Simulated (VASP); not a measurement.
## Cu: density of states with PBE

Cu:

```
Cu
1.0
     2.48981    0.00000    0.00000
    -1.24490    2.15624    0.00000
     0.00000    0.00000    2.42352
Cu
1
Direct
  0.00000 0.00000 0.00000
```

```json
{
 "Program": "VASP 6.6.1",
 "Task": "density of states",
 "Functional": "PBE",
 "Potentials or basis": "VASP PAW PBE potentials, release 64 (Cu)",
 "Cutoff": "520 eV",
 "k mesh": "17 × 17 × 16",
 "Occupations": "fermi-dirac, width 0.05 eV",
 "Spin": "no spin polarisation",
 "Dipole correction": "no",
 "k mesh for the DOS": "26 × 26 × 24",
 "Occupations for the DOS": "tetrahedron",
 "Further INCAR settings": "ALGO = Normal; EDIFF = 1e-06; NBANDS = 12"
}
```

The valence electrons inside the program's atomic spheres are Cu 9.97.

Levels at points of the mesh, in eV from the Fermi level:
```tsv
k point	band 4	band 5	band 6	band 7	band 8	band 9
(0.00, 0.00, 0.00)	-2.78	-1.46	-1.46	16.57	21.01	22.48
(0.50, 0.00, 0.00)	-1.63	-1.31	-0.69	3.43	15.17	20.00
(0.00, 0.00, 0.50)	-2.11	-2.11	-1.84	1.60	26.82	28.68
(0.50, 0.00, 0.50)	-1.26	-1.03	4.71	5.63	10.43	10.86
```

Run time: 82 s on 1 thread of AMD EPYC 9R14 (Zen 4), on a shared host, peak memory 0.23 GiB.
